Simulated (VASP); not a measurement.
# Sc (P6_3/mmc) in VASP: further runs

Runs on Sc. Level: revPBE. Tasks: single point.

Program: VASP 6.6.1. These are calculated values, not measurements. Logs are shortened: lines on timing, memory, paths and dates and some standing lists are left out, and cuts for length are marked.

**1. The cell of the first run**

It takes space group P6_3/mmc (No. 194, hexagonal). The conventional cell has a = 3.455 Å, b = 3.455 Å, c = 11.038 Å, α = 90.00°, β = 90.00°, γ = 120.00°. Within 4.5 Å of Sc (site symmetry -3m) lie 12 Sc at 3.41 to 3.46 Å. Sc (site symmetry -6m2) has 12 Sc at 3.41 to 3.46 Å within 4.5 Å.

**2. Single point, revPBE (28.53 Å³/atom)**

INCAR

```
ALGO = Normal ; EDIFF = 1E-7
ENCUT = 520 ; GGA = RE
ISIF = 2 ; ISMEAR = -1
LASPH = T ; LCHARG = T
LELF = T ; LREAL = F
LVHAR = T ; LWAVE = F
NBANDS = 30 ; NELM = 100
PREC = Accurate ; SIGMA = 0.1
```

KPOINTS

```
k-points
0
Gamma
  12 12 4
```

POSCAR

```
Sc
1.0
    3.4552351160      0.0000000000      0.0000000000
   -1.7276175580      2.9923213865      0.0000000000
    0.0000000000      0.0000000000     11.0381452071
Sc
4
Direct
    0.0000000000      0.0000000000      1.0000000000
    0.0000000000      0.0000000000      0.5000000000
    0.3333333333      0.6666666667      0.2500000000
    0.6666666667      0.3333333333      0.7500000000
```

Potentials or basis: VASP PAW PBE potentials, release 64 (Sc_sv).

Launch:

```console
$ cat potpaw_PBE.64/Sc_sv/POTCAR > POTCAR
$ mpirun -np 1 vasp_std > vasp.out
```

OUTCAR:

```text
EDIFF = 1E-7
   ENCUT = 520
   GGA = RE
   ISIF = 2
   ISMEAR = -1
   LASPH = T
   LREAL = F
   NELM = 100
   PREC = Accurate

 ion  position               nearest neighbor table
   1  0.000  0.000  0.000-   3 3.41   4 3.41   3 3.41   4 3.41   4 3.41   3 3.41
   2  0.000  0.000  0.500-   3 3.41   4 3.41   3 3.41   4 3.41   4 3.41   3 3.41
   3  0.333  0.667  0.250-   1 3.41   2 3.41   1 3.41   2 3.41   1 3.41   2 3.41
   4  0.667  0.333  0.750-   1 3.41   2 3.41   1 3.41   2 3.41   1 3.41   2 3.41

  LATTYP: Found a hexagonal cell.
 ALAT       =     3.4552351160
 C/A-ratio  =     3.1946147908

  Lattice vectors:

 A1 = (   3.4552351160,   0.0000000000,   0.0000000000)
 A2 = (  -1.7276175580,   2.9923213865,   0.0000000000)
 A3 = (   0.0000000000,   0.0000000000,  11.0381452071)

Analysis of symmetry for initial positions (statically):
=====================================================================
 Subroutine PRICEL returns:
 Original cell was already a primitive cell.

 Routine SETGRP: Setting up the symmetry group for a
 hexagonal supercell.

 Subroutine GETGRP returns: Found 24 space group operations
 (whereof 12 operations were pure point group operations)
 out of a pool of 24 trial point group operations.

The static configuration has the point symmetry D_3d.
 The point group associated with its full space group is D_6h.

Analysis of symmetry for dynamics (positions and initial velocities):
=====================================================================
 Subroutine PRICEL returns:
 Original cell was already a primitive cell.

 Routine SETGRP: Setting up the symmetry group for a
 hexagonal supercell.

 Subroutine GETGRP returns: Found 24 space group operations
 (whereof 12 operations were pure point group operations)
 out of a pool of 24 trial point group operations.

The dynamic configuration has the point symmetry D_3d.
 The point group associated with its full space group is D_6h.

 Subroutine INISYM returns: Found 24 space group operations
 (whereof 12 operations are pure point group operations),
 and found     1 'primitive' translations

----------------------------------------------------------------------------------------

                                     Primitive cell

  volume of cell :     114.1253

  direct lattice vectors                    reciprocal lattice vectors
     3.455235116  0.000000000  0.000000000     0.289415906  0.167094351  0.000000000
    -1.727617558  2.992321387  0.000000000     0.000000000  0.334188702  0.000000000
     0.000000000  0.000000000 11.038145207     0.000000000  0.000000000  0.090594931

  length of vectors
     3.455235116  3.455235116 11.038145207     0.334188702  0.334188702  0.090594931

  position of ions in fractional coordinates (direct lattice)
     0.000000000  0.000000000  0.000000000
     0.000000000  0.000000000  0.500000000
     0.333333333  0.666666667  0.250000000
     0.666666667  0.333333333  0.750000000

  ion indices of the primitive-cell ions
   primitive index   ion index
                 1           1
                 2           2
                 3           3
                 4           4

----------------------------------------------------------------------------------------

 KPOINTS: k-points

Automatic generation of k-mesh.
 Grid dimensions read from file:
 generate k-points for:   12   12    4

 Generating k-lattice:

  Cartesian coordinates                     Fractional coordinates (reciprocal lattice)
     0.024117992  0.013924529  0.000000000     0.083333333  0.000000000  0.000000000
     0.000000000  0.027849058  0.000000000     0.000000000  0.083333333  0.000000000
     0.000000000  0.000000000  0.022648733     0.000000000  0.000000000  0.250000000

  Length of vectors
     0.027849058  0.027849058  0.022648733

  Shift w.r.t. Gamma in fractional coordinates (k-lattice)
     0.000000000  0.000000000  0.000000000

 Subroutine IBZKPT returns following result:
 ===========================================

 Found     57 irreducible k-points:

 Following reciprocal coordinates:
            Coordinates               Weight
  0.000000  0.000000  0.000000      1.000000
  0.083333  0.000000  0.000000      6.000000
  0.166667  0.000000  0.000000      6.000000
  0.250000  0.000000  0.000000      6.000000
  0.333333  0.000000  0.000000      6.000000
  0.416667  0.000000  0.000000      6.000000
[... 16 lines left out ...]
  0.250000  0.000000  0.250000     12.000000
  0.333333  0.000000  0.250000     12.000000
 [... further k-points ...]
   k-points           NKPTS =     57   k-points in BZ     NKDIM =     57   number of bands    NBANDS=     30
   number of dos      NEDOS =    301   number of ions     NIONS =      4
   total plane-waves  NPLWV =  65856
   dimension x,y,z NGX =    28 NGY =   28 NGZ =   84
   dimension x,y,z NGXF=    56 NGYF=   56 NGZF=  168
   ions per type =               4
   NGX,Y,Z   is equivalent  to a cutoff of  13.47, 13.47, 12.65 a.u.
   NGXF,Y,Z  is equivalent  to a cutoff of  26.94, 26.94, 25.30 a.u.
 SYSTEM =  unknown system
   PREC   = accura    normal or accurate (medium, high low for compatibility)
   ISTART =      0    job   : 0-new  1-cont  2-samecut
   ICHARG =      2    charge: 1-file 2-atom 10-const
   ISPIN  =      1    spin polarized calculation?
   LNONCOLLINEAR =      F non collinear calculations
   LSORBIT =      F    spin-orbit coupling
   LASPH  =      T    aspherical Exc in radial PAW
   ENCUT  =  520.0 eV  38.22 Ry    6.18 a.u.   6.42  6.42 20.52*2*pi/ulx,y,z
   NELM   =    100;   NELMIN=  2; NELMDL= -5     # of ELM steps
   EDIFF  = 0.1E-06   stopping-criterion for ELM
   LREAL  =      F    real-space projection
   EDIFFG = 0.1E-05   stopping-criterion for IOM
   NSW    =      0    number of steps for IOM
   IBRION =     -1    ionic relax: 0-MD 1-quasi-New 2-CG
   NFREE  =      0    steps in history (QN), initial steepest desc. (CG)
   ISIF   =      2    stress and relaxation
   ISYM   =      2    0-nonsym 1-usesym 2-fastsym
   POTIM  = 0.5000    time-step for ionic-motion
   TEBEG  =    0.0;   TEEND  =   0.0 temperature during run
   PSTRESS=    0.0 pullay stress
   NELECT =      44.0000    total number of electrons
   NUPDOWN=      -1.0000    fix difference up-down
   EMIN   =  10.00;   EMAX   =-10.00  energy-range for DOS
   EFERMI =   0.00;   METHOD = LEGACY
   ISMEAR =    -1;   SIGMA  =   0.10  broadening in eV -4-tet -1-fermi 0-gaus
   EFERMI_NEDOS =   21; number of points for ismear=-14 and -15
   IALGO  =     38    algorithm
   IMIX   =      4    mixing-type and parameters
     AMIX     =   0.40;   BMIX     =  1.00
     AMIX_MAG =   1.60;   BMIX_MAG =  1.00
  volume/ion in A,a.u.               =      28.53       192.54
  Fermi-wavevector in a.u.,A,eV,Ry     =   1.191512  2.251631 19.316202  1.419701
  Thomas-Fermi vector in A             =   2.327572
   LORBIT       =      0    0 simple, 1 ext, 2 COOP (PROOUT), +10 PAW based schemes
   GGA     = RE    functional components
   LHFCALC =     F    Hartree Fock is set to
   AEXX    =    0.0000 exact exchange contribution
   IVDW    =     0    specifies the selected vdW correction
   LEPSILON=     F    determine dielectric tensor
   LRPA    =     F    only Hartree local field effects (RPA)
 non-spin polarized calculation
  energy-cutoff  :      520.00
  volume of cell :      114.13
 maximum number of plane-waves:      3107
 NGX is ok and might be reduce to    28
   NGX = 13   NGY = 13   NGZ = 41

 number of electron      44.0000003 magnetization

 Free energy of the ion-electron system (eV)
  ---------------------------------------------------
  ext. energy  EPLUGINS =         0.00000000
  ---------------------------------------------------
  free energy    TOTEN  =       -23.84266763 eV

  energy without entropy =      -23.55522185  energy(sigma->0) =      -23.69894474

 E-fermi :   2.9834     XC(G=0):  -9.2210

 val. band max:        2.9810665950   @ k =   0.3333   0.1667   0.2500
 cond. band min:       2.9921617581   @ k =   0.3333   0.2500   0.2500
 fundamental gap:      0.0110951631
 Fermi energy:         2.9834040609

 k-point     1 :       0.0000    0.0000    0.0000
  band No.  band energies     occupation
      1     -46.9513      2.00000
      2     -46.9365      2.00000
      3     -46.9328      2.00000
      4     -46.9179      2.00000
      5     -25.6196      2.00000
      6     -25.5099      2.00000
[... 22 lines left out ...]
     29       4.5683      0.00000
     30       4.5799      0.00000

 k-point     2 :       0.0833    0.0000    0.0000
  band No.  band energies     occupation
      1     -46.9496      2.00000
      2     -46.9352      2.00000
      3     -46.9316      2.00000
      4     -46.9172      2.00000
      5     -25.6144      2.00000
      6     -25.5117      2.00000
[... 22 lines left out ...]
     29       4.5983      0.00000
     30       4.6700      0.00000

 k-point     3 :       0.1667    0.0000    0.0000
  band No.  band energies     occupation
      1     -46.9448      2.00000
      2     -46.9319      2.00000
      3     -46.9282      2.00000
      4     -46.9153      2.00000
      5     -25.5997      2.00000
      6     -25.5196      2.00000
[... 22 lines left out ...]
     29       4.5799      0.00000
     30       4.8582      0.00000

 k-point     4 :       0.2500    0.0000    0.0000
  band No.  band energies     occupation
      1     -46.9380      2.00000
      2     -46.9274      2.00000
      3     -46.9237      2.00000
      4     -46.9130      2.00000
      5     -25.5790      2.00000
      6     -25.5375      2.00000
[... 22 lines left out ...]
     29       4.5583      0.00000
     30       4.8377      0.00000

 k-point     5 :       0.3333    0.0000    0.0000
  band No.  band energies     occupation
      1     -46.9307      2.00000
      2     -46.9228      2.00000
      3     -46.9191      2.00000
      4     -46.9112      2.00000
      5     -25.5771      2.00000
      6     -25.5635      2.00000
[... 22 lines left out ...]
     29       4.4216      0.00000
     30       5.0057      0.00000
[... 526 lines left out ...]
     29       4.5590      0.00000
     30       4.5855      0.00000

 k-point    22 :       0.1667    0.0000    0.2500
  band No.  band energies     occupation
      1     -46.9437      2.00000
      2     -46.9360      2.00000
      3     -46.9242      2.00000
      4     -46.9164      2.00000
      5     -25.5929      2.00000
      6     -25.5454      2.00000
[... 22 lines left out ...]
     29       4.6229      0.00000
     30       4.6501      0.00000

 k-point    23 :       0.2500    0.0000    0.2500
  band No.  band energies     occupation
      1     -46.9370      2.00000
      2     -46.9306      2.00000
      3     -46.9204      2.00000
      4     -46.9140      2.00000
      5     -25.5759      2.00000
      6     -25.5517      2.00000
[... 22 lines left out ...]
     29       4.5532      0.00000
     30       4.7555      0.00000

 k-point    24 :       0.3333    0.0000    0.2500
  band No.  band energies     occupation
      1     -46.9299      2.00000
      2     -46.9250      2.00000
      3     -46.9169      2.00000
      4     -46.9120      2.00000
      5     -25.5770      2.00000
      6     -25.5563      2.00000
[... 22 lines left out ...]
     29       4.4320      0.00000
     30       4.7620      0.00000

 [... further k-points ...]
[... 5 lines left out ...]
  --------------------------------------------------------------------------------------
  -------------------------------------------------------------------------------------
  Total       -3.3363128     -3.3363128     -3.2860745      0.0000000      0.0000000      0.0000000
  in kB      -46.8376833    -46.8376833    -46.1323989      0.0000000      0.0000000      0.0000000
  external PRESSURE =     -46.6025885 kB  Pullay stress =       0.0000000 kB

 VOLUME and BASIS-vectors are now :
 -----------------------------------------------------------------------------
  energy-cutoff  :      520.00
  volume of cell :      114.13
      direct lattice vectors                 reciprocal lattice vectors
     3.455235116  0.000000000  0.000000000     0.289415906  0.167094351  0.000000000
    -1.727617558  2.992321387  0.000000000     0.000000000  0.334188702  0.000000000
     0.000000000  0.000000000 11.038145207     0.000000000  0.000000000  0.090594931

 POSITION                                       TOTAL-FORCE (eV/Angst)
 -----------------------------------------------------------------------------------
      0.00000      0.00000      0.00000        -0.000000      0.000000     -0.000000
      0.00000      0.00000      5.51907        -0.000000      0.000000     -0.000000
     -0.00000      1.99488      2.75954        -0.000000      0.000000     -0.000000
      1.72762      0.99744      8.27861         0.000000     -0.000000      0.000000
 -----------------------------------------------------------------------------------
    total drift:                                0.000000     -0.000000      0.000000

  FREE ENERGIE OF THE ION-ELECTRON SYSTEM (eV)
  ---------------------------------------------------
  free  energy   TOTEN  =       -23.8426676345 eV

  energy  without entropy=      -23.5552218464  energy(sigma->0) =      -23.69894474
```

Run time: 4.1 min. Hardware: 1 thread of Intel Xeon Platinum 8259CL at 2.50GHz (Skylake/Cascade Lake), shared host; peak memory 0.32 GiB.

Results:

- Free energy: -23.8427 eV
- Pressure: -4.7 GPa
- Band gap on the k mesh: zero (bands 22 and 23 overlap by 1.00 eV)

Levels at points of the mesh, in eV from the Fermi level:
```csv
k point,band 18,band 19,band 20,band 21,band 22,band 23,band 24,band 25,band 26,band 27
"(0.00, 0.00, 0.00)",-3.53,-3.52,-1.52,0.15,0.74,0.78,1.30,1.30,1.32,1.32
"(0.50, 0.00, 0.00)",-1.33,-1.14,-1.07,-0.39,-0.32,-0.24,0.06,0.79,0.98,1.25
"(0.00, 0.00, 0.50)",-4.51,-2.24,-2.24,0.31,0.31,1.27,1.27,1.38,1.38,1.38
"(0.50, 0.00, 0.50)",-1.45,-1.13,-1.13,-0.31,-0.31,-0.14,-0.14,1.01,1.01,1.26
```

Caveat: the cell stands under tension; the PAW data sets were made with another functional, which shifts forces and pressure a little.

**3. Single point, revPBE**

This run uses another cell than the first one, of 25.47 Å³/atom.

INCAR

```
PREC = Accurate
ENCUT = 520
EDIFF = 1E-6
ISMEAR = -1
SIGMA = 0.1
LREAL = False
LASPH = True
NELM = 60
ALGO = Normal
ISIF = 2
LWAVE = False
LCHARG = True
GGA = RE
LELF = True
LVHAR = True
NBANDS = 30
```

KPOINTS

```
Automatic mesh
0
Gamma
  14 14 4
```

POSCAR

```
Sc
1.0
    3.3271439969      0.0000000000      0.0000000000
   -1.6635719984      2.8813912234      0.0000000000
    0.0000000000      0.0000000000     10.6289434235
Sc
4
Direct
    0.0000000000      0.0000000000      1.0000000000
    0.0000000000      0.0000000000      0.5000000000
    0.3333333333      0.6666666667      0.2500000000
    0.6666666667      0.3333333333      0.7500000000
```

Potentials or basis: VASP PAW PBE potentials, release 64 (Sc_sv).

Launch:

```console
$ cat potpaw_PBE.64/Sc_sv/POTCAR > POTCAR
$ mpirun -np 1 vasp_std > vasp.out
```

It took 3.9 min on 1 thread of Intel Xeon Platinum 8259CL at 2.50GHz (Skylake/Cascade Lake), shared host; peak memory 0.33 GiB.

Results (log left out):

```yaml
Free_energy: -24.0292 eV
Pressure: 0.0 GPa
Band_gap_on_the_k_mesh: zero (bands 22 and 23 overlap by 1.10 eV)
```

Levels at points of the mesh, in eV from the Fermi level:
```tsv
k point	band 18	band 19	band 20	band 21	band 22	band 23	band 24	band 25	band 26	band 27
(0.00, 0.00, 0.00)	-3.65	-3.64	-1.65	0.31	0.81	0.86	1.44	1.44	1.47	1.47
(0.50, 0.00, 0.00)	-1.50	-1.18	-1.18	-0.46	-0.34	-0.29	0.15	0.85	1.16	1.39
(0.00, 0.00, 0.50)	-4.71	-2.31	-2.31	0.39	0.39	1.41	1.41	1.54	1.54	1.54
(0.50, 0.00, 0.50)	-1.54	-1.27	-1.27	-0.40	-0.40	-0.07	-0.07	1.17	1.17	1.44
```

Caveat: the PAW data sets were made with another functional, which shifts forces and pressure a little.
